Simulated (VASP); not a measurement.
# SiC7 in VASP: single point with PBE

Aim: the single point of SiC7 with PBE.

All numbers are computed with VASP 6.6.1; they aren't measurements. Logs are shortened: lines on timing, memory, paths and dates and some standing lists are left out, and cuts for length are marked.

### 1 The cell of the first run

The typed cell holds 24 atoms: a = 5.443 Å, b = 5.392 Å, c = 6.584 Å, α = 89.92°, β = 90.00°, γ = 120.31°.

### 2 Single point, PBE

Input file INCAR:

```
SYSTEM = SiC7
PREC     = Accurate       ! precision mode
ENCUT    = 520            ! plane-wave cutoff, eV
EDIFF    = 1E-6           ! SCF threshold, eV
ISMEAR   = 0              ! smearing method
SIGMA    = 0.02           ! smearing width, eV
LREAL    = Auto         
LASPH    = .True.         ! aspherical terms in the spheres
NELM     = 100            ! most SCF steps
ALGO     = Normal         ! electronic algorithm
ISIF     = 2              ! what is computed and relaxed
LWAVE    = .False.        ! write WAVECAR
LCHARG   = .True.         ! write CHGCAR
GGA      = PE             ! functional
LELF     = .True.         ! ELF
LVHAR    = .True.       
NBANDS   = 66             ! bands
```

Input file KPOINTS:

```
regular mesh
0
Gamma
  5 5 4
  0 0 0
```

Input file POSCAR:

```
SiC7
1.0
   -3.8490100000     -3.8488530000      0.0000630000
    0.0217650000      3.8270250000      3.7986440000
   -3.8035350000      3.8034440000     -3.7968280000
C Si
21 3
Direct
    0.5229393426      0.9795328401      0.0170386547
    0.9572953059      0.9795819781      0.0170125252
    0.8360090030      0.1714390329      0.6684467953
    0.6828755881      0.3404637884      0.3330538620
    0.1581592635      0.3404484618      0.3330460357
    0.0008388926      0.5011390731      0.9914427621
    0.8484242685      0.6707995936      0.6575786377
    0.3229094804      0.6707791415      0.6575682595
    0.6684741480      0.8363891199      0.3581462127
    0.1603506401      0.8201254277      0.3222517500
    0.8305949362      0.1605619822      0.9188480274
    0.7050897140      0.3508590108      0.5721476839
    0.1463263027      0.3508376422      0.5721442317
    0.5077598661      0.5149658358      0.2859637826
    0.0016653995      0.5027577903      0.2335291320
    0.3117214762      0.6685063702      0.8995695760
    0.8573396892      0.6685625299      0.8995929777
    0.6711123566      0.8416440129      0.5890270823
    0.1544349399      0.8082881968      0.5555464824
    0.5087003415      0.9922609271      0.2573796569
    0.9841728448      0.9922678205      0.2573651632
    0.3368109064      0.1730343916      0.6330571604
    0.5194265882      0.5383222157      0.0131348141
    0.3084779687      0.1162448158      0.9443236782
```

Potentials or basis: VASP PAW PBE potentials, release 64 (C, Si).

The run is started by

```console
cat potpaw_PBE.64/C/POTCAR potpaw_PBE.64/Si/POTCAR > POTCAR
mpirun -np 1 vasp_std > vasp.out
```

OUTCAR:

```text
SYSTEM = SiC7
   PREC = Accurate
   ENCUT = 520
   EDIFF = 1E-6
   ISMEAR = 0
   LREAL = Auto
   LASPH = .True.
   NELM = 100
   ISIF = 2
   GGA = PE

 ion  position               nearest neighbor table
   1  0.523  0.980  0.017-  20 1.59  11 1.59  16 1.67  24 1.73  23 2.37
   2  0.957  0.980  0.017-  21 1.59  11 1.59  17 1.67  24 1.73  23 2.37
   3  0.836  0.171  0.668-  13 1.59  12 1.59  18 1.62  11 1.65
   4  0.683  0.340  0.333-  12 1.58  15 1.63  14 1.67  20 1.70  22 2.56
   5  0.158  0.340  0.333-  13 1.58  15 1.63  14 1.67  21 1.70  22 2.56
   6  0.001  0.501  0.991-  16 1.58  17 1.58  15 1.59  11 1.66
   7  0.848  0.671  0.658-  19 1.59  17 1.59  12 1.60  18 1.70
   8  0.323  0.671  0.658-  19 1.59  16 1.59  13 1.60  18 1.70
   9  0.668  0.836  0.358-  18 1.52  14 1.57  20 1.62  21 1.62
  10  0.160  0.820  0.322-  19 1.54  15 1.59  21 1.69  20 1.69
  11  0.831  0.161  0.919-   2 1.59   1 1.59   3 1.65   6 1.66
  12  0.705  0.351  0.572-   4 1.58   3 1.59   7 1.60  22 1.78
  13  0.146  0.351  0.572-   5 1.58   3 1.59   8 1.60  22 1.78
  14  0.508  0.515  0.286-   9 1.57   5 1.67   4 1.67  23 1.80
  15  0.002  0.503  0.234-  10 1.59   6 1.59   4 1.63   5 1.63
  16  0.312  0.669  0.900-   6 1.58   8 1.59   1 1.67  23 1.77  24 2.44
  17  0.857  0.669  0.900-   6 1.58   7 1.59   2 1.67  23 1.77  24 2.44
  18  0.671  0.842  0.589-   9 1.52   3 1.62   7 1.70   8 1.70
  19  0.154  0.808  0.556-  10 1.54   8 1.59   7 1.59  22 1.77
  20  0.509  0.992  0.257-   1 1.59   9 1.62  10 1.69   4 1.70  24 2.57
  21  0.984  0.992  0.257-   2 1.59   9 1.62  10 1.69   5 1.70  24 2.57
  22  0.337  0.173  0.633-  19 1.77  12 1.78  13 1.78  24 2.07   4 2.56   5 2.56  23 3.03
  23  0.519  0.538  0.013-  16 1.77  17 1.77  14 1.80  24 2.02   1 2.37   2 2.37  22 3.03
  24  0.308  0.116  0.944-   1 1.73   2 1.73  23 2.02  22 2.07  16 2.44  17 2.44  20 2.57  21 2.57

  LATTYP: Found a base centered monoclinic cell.
 ALAT       =    27.9187045870
 B/A-ratio  =     0.1949664646
 C/A-ratio  =     0.2358273203
 COS(beta)  =    -0.9427582150

  Lattice vectors:

 A1 = (   3.7798250000,  -7.6287160000,  11.3923630000)
 A2 = (   7.6288350000,  -3.7798630000,  11.3923000000)
 A3 = (  -3.8035350000,   3.8034440000,  -3.7968280000)

Analysis of symmetry for initial positions (statically):
=====================================================================
 Subroutine PRICEL returns:
 Original cell was already a primitive cell.

 Routine SETGRP: Setting up the symmetry group for a
 base centered monoclinic supercell.

 Subroutine GETGRP returns: Found  1 space group operations
 (whereof  1 operations were pure point group operations)
 out of a pool of  4 trial point group operations.

The static configuration has the point symmetry C_1 .

Analysis of symmetry for dynamics (positions and initial velocities):
[... 168 lines left out ...]
   EMIN   =  10.00;   EMAX   =-10.00  energy-range for DOS
   EFERMI =   0.00;   METHOD = LEGACY
   ISMEAR =     0;   SIGMA  =   0.02  broadening in eV -4-tet -1-fermi 0-gaus
   EFERMI_NEDOS =   21; number of points for ismear=-14 and -15
   IALGO  =     38    algorithm
   IMIX   =      4    mixing-type and parameters
     AMIX     =   0.40;   BMIX     =  1.00
     AMIX_MAG =   1.60;   BMIX_MAG =  1.00
  volume/ion in A,a.u.               =       6.95        46.91
  Fermi-wavevector in a.u.,A,eV,Ry     =   1.361675  2.573192 25.227345  1.854158
  Thomas-Fermi vector in A             =   2.488230
   LORBIT       =      0    0 simple, 1 ext, 2 COOP (PROOUT), +10 PAW based schemes
   GGA     = PE    functional components
   LHFCALC =     F    Hartree Fock is set to
   AEXX    =    0.0000 exact exchange contribution
   IVDW    =     0    specifies the selected vdW correction
   LEPSILON=     F    determine dielectric tensor
   LRPA    =     F    only Hartree local field effects (RPA)
 non-spin polarized calculation
 Gauss-broadening in eV      SIGMA  =   0.02
  energy-cutoff  :      520.00
  volume of cell :      166.83
 maximum number of plane-waves:      4522
   NGX = 21   NGY = 21   NGZ = 25

 number of electron      96.0000001 magnetization

 Free energy of the ion-electron system (eV)
  ---------------------------------------------------
  ext. energy  EPLUGINS =         0.00000000
  ---------------------------------------------------
  free energy    TOTEN  =      -193.49104222 eV

  energy without entropy =     -193.49104222  energy(sigma->0) =     -193.49104222

 E-fermi :  10.8443     XC(G=0): -12.5426

 val. band max:       10.7191357171   @ k =  -0.0000   0.0000   0.5000
 cond. band min:      11.8726826227   @ k =  -0.0000  -0.2000   0.2500
 fundamental gap:      1.1535469056
 Fermi energy:        10.8442549668

 k-point     1 :       0.0000    0.0000    0.0000
  band No.  band energies     occupation
      1     -10.6352      2.00000
      2      -8.1117      2.00000
      3      -7.8457      2.00000
      4      -6.3834      2.00000
      5      -6.0428      2.00000
      6      -5.9773      2.00000
[... 1501 lines left out ...]
     59      15.6508      0.00000
     60      15.8837      0.00000

 [... further k-points ...]

 [bands above 60 left out]

------------------------ aborting loop because EDIFF is reached ----------------------------------------

  FORCE on cell =-STRESS in cart. coord.  units (eV):
  Direction    XX          YY          ZZ          XY          YZ          ZX
  --------------------------------------------------------------------------------------
  -------------------------------------------------------------------------------------
  Total        0.1024205      0.1089226      0.1143199     -0.0834086      0.0039639      0.0000514
  in kB        0.9836070      1.0460506      1.0978847     -0.8010243      0.0380677      0.0004939
  external PRESSURE =       1.0425141 kB  Pullay stress =       0.0000000 kB

 VOLUME and BASIS-vectors are now :
 -----------------------------------------------------------------------------
  energy-cutoff  :      520.00
  volume of cell :      166.83
      direct lattice vectors                 reciprocal lattice vectors
    -3.849010000 -3.848853000  0.000063000    -0.173700031 -0.086109113  0.087747709
     0.021765000  3.827025000  3.798644000    -0.087592988  0.087599433  0.175499794
    -3.803535000  3.803444000 -3.796828000    -0.087637765  0.087639903 -0.087792555

 POSITION                                       TOTAL-FORCE (eV/Angst)
 -----------------------------------------------------------------------------------
     -2.05629      1.80079      3.65624         0.037619      0.007651     -0.009353
     -3.72803      0.12910      3.65655        -0.009873     -0.036555     -0.013271
     -5.75654     -0.01917     -1.88669        -0.002799      0.003229     -0.018011
     -3.88777     -0.05857      0.02880         0.013136     -0.012529      0.003180
     -1.86810      1.96089      0.02873         0.011442     -0.012311      0.003056
     -3.76331      5.68554     -1.86069         0.001871     -0.003741     -0.022866
[... 16 lines left out ...]
     -2.03752      0.11093      1.99506        -0.001365     -0.000804      0.001043
     -4.77657      2.84927     -3.14384         0.000775      0.001190      0.003312
 -----------------------------------------------------------------------------------
    total drift:                                0.032027     -0.034736      0.020814

  FREE ENERGIE OF THE ION-ELECTRON SYSTEM (eV)
  ---------------------------------------------------
  free  energy   TOTEN  =      -193.4910422228 eV

  energy  without entropy=     -193.4910422228  energy(sigma->0) =     -193.49104222
```

OSZICAR:

```text
N       E                     dE             d eps       ncg     rms          rms(c)
DAV:   1     0.288771502643E+03    0.28877E+03   -0.48424E+04  6732   0.138E+03
DAV:   2    -0.174949358074E+03   -0.46372E+03   -0.43575E+03  8256   0.257E+02
DAV:   3    -0.200905103250E+03   -0.25956E+02   -0.25641E+02  8528   0.571E+01
DAV:   4    -0.201492440090E+03   -0.58734E+00   -0.58499E+00  8840   0.853E+00
DAV:   5    -0.201505212546E+03   -0.12772E-01   -0.12758E-01  8472   0.127E+00    0.213E+01
DAV:   6    -0.195007242014E+03    0.64980E+01   -0.83291E+00  8176   0.108E+01    0.119E+01
DAV:   7    -0.193510991331E+03    0.14963E+01   -0.46682E+00  8760   0.788E+00    0.394E+00
DAV:   8    -0.193487672451E+03    0.23319E-01   -0.42399E-01  8280   0.246E+00    0.137E+00
DAV:   9    -0.193491372398E+03   -0.36999E-02   -0.46059E-02  8320   0.902E-01    0.419E-01
DAV:  10    -0.193490903616E+03    0.46878E-03   -0.62980E-03  8152   0.304E-01    0.116E-01
DAV:  11    -0.193491012365E+03   -0.10875E-03   -0.63469E-04  8624   0.112E-01    0.393E-02
DAV:  12    -0.193491031574E+03   -0.19209E-04   -0.11430E-04  8488   0.444E-02    0.170E-02
DAV:  13    -0.193491041014E+03   -0.94400E-05   -0.13401E-05  8032   0.159E-02    0.661E-03
DAV:  14    -0.193491042207E+03   -0.11932E-05   -0.25263E-06  5800   0.777E-03    0.203E-03
DAV:  15    -0.193491042223E+03   -0.15482E-07   -0.56933E-07  4904   0.348E-03
   1 F= -.19349104E+03 E0= -.19349104E+03  d E =-.114575E-20
```

Run time: 6.4 min. Hardware: 1 thread of Intel Xeon 6975P-C (Granite Rapids), shared host; peak memory 0.47 GiB.

Results:

| Property | Result |
| --- | --- |
| Free energy | -193.4910 eV |
| Pressure | 0.1 GPa |
| Largest force | 0.042 eV/Å |
| Band gap on the k mesh | 1.15 eV (least direct gap 1.30 eV) |

Forces on the atoms (eV/Å):
```
C    0.038  0.008 -0.009
C   -0.010 -0.037 -0.013
C   -0.003  0.003 -0.018
C    0.013 -0.013  0.003
C    0.011 -0.012  0.003
C    0.002 -0.004 -0.023
C    0.014  0.004  0.000
C   -0.007 -0.013  0.003
C    0.011 -0.012 -0.002
C    0.014 -0.012  0.016
C   -0.004  0.004  0.042
C    0.010  0.015 -0.005
C   -0.017 -0.009 -0.008
C    0.007 -0.010  0.011
C    0.010 -0.008  0.003
C   -0.032 -0.003  0.006
C    0.000  0.031  0.007
C   -0.016  0.017 -0.025
C   -0.008  0.013  0.014
C   -0.005  0.022  0.002
C   -0.019  0.008  0.000
Si  -0.009  0.009 -0.012
Si  -0.001 -0.001  0.001
Si   0.001  0.001  0.003
```

Levels at points of the mesh, in eV from the valence-band top:
```csv
k point,band 44,band 45,band 46,band 47,band 48,band 49,band 50,band 51,band 52,band 53
"(0.00, 0.00, 0.00)",-2.40,-2.23,-1.83,-1.02,-0.01,1.29,1.36,1.75,1.97,2.02
"(0.00, 0.00, 0.50)",-2.56,-2.12,-2.11,-1.44,0.00,1.57,1.91,2.01,2.18,2.43
```

A k mesh can miss the band edges.
